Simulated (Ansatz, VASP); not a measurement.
Two plane-wave programs on HgTe

The input INCAR:

```
SYSTEM = HgTe
ALGO     = Normal         ! electronic algorithm
EDIFF    = 1E-6           ! SCF threshold, eV
ENCUT    = 520            ! plane-wave cutoff, eV
GGA      = PE             ! functional
ISIF     = 2              ! what is computed and relaxed
ISMEAR   = 0              ! smearing method
LASPH    = .TRUE.         ! aspherical terms in the spheres
LCHARG   = .TRUE.         ! write CHGCAR
LELF     = .TRUE.         ! ELF
LREAL    = .FALSE.        ! projectors in reciprocal space
LVHAR    = .TRUE.       
LWAVE    = .FALSE.        ! write WAVECAR
NBANDS   = 16             ! bands
NELM     = 60             ! most SCF steps
PREC     = Accurate       ! precision mode
SIGMA    = 0.15           ! smearing width, eV
```

KPOINTS

```
k-points
0
G
  14 14 14
  0 0 0
```

POSCAR

```
HgTe
1.0
    0.0000000000      3.3202050000      3.2718525000
    3.3202050000      0.0000000000      3.2718525000
    3.3202050000      3.3202050000      0.0000000000
Hg Te
1 1
Direct
    0.0000000000      0.0000000000      0.0000000000
    0.7500000000      0.7500000000      0.7500000000
```

Input for Ansatz:

```yaml
crystal:
  lattice:
    - [0.0, 3.320205, 3.2718525]
    - [3.320205, 0.0, 3.2718525]
    - [3.320205, 3.320205, 0.0]
  atoms:
    - { symbol: Hg, position: [0.0, 0.0, 0.0] }
    - { symbol: Te, position: [0.75, 0.75, 0.75] }
basis:
  ecutwfc: 420
kpoints:
  mp_grid: { grid: [14, 14, 14] }
hamiltonian:
  xc: pbe
scf:
  occupations: { method: gaussian, width: 0.15 }
output:
  forces: true
  stress: true
  eigenvalues: true
```

Change from the starting cell: strain +0.030 along x and y, +0.015 along z, atoms carried along.

Alike in both runs: task single point; functional PBE; k mesh 14 × 14 × 14; occupations gaussian, width 0.15 eV; no spin polarisation.

|  | VASP | Ansatz |
| --- | --- | --- |
| version | VASP 6.6.1 | Ansatz 0.2.0 |
| potentials or method | VASP PAW PBE potentials, release 64 (Hg, Te), cutoff 520 eV | scalar-relativistic, plane waves, PAW |
| valence electrons in the cell | 18 | 36 |

```tsv
	VASP	Ansatz	Ansatz less VASP
pressure (GPa)	0.7	0.7	-0.05
traceless stress, the component that is largest in VASP (GPa)	0.14	0.14	0.000
```

VASP's potentials hold 18 valence electrons a cell and Ansatz's 36, so a difference there can come from the potentials and not from the codes.

Spin-orbit coupling is off throughout.
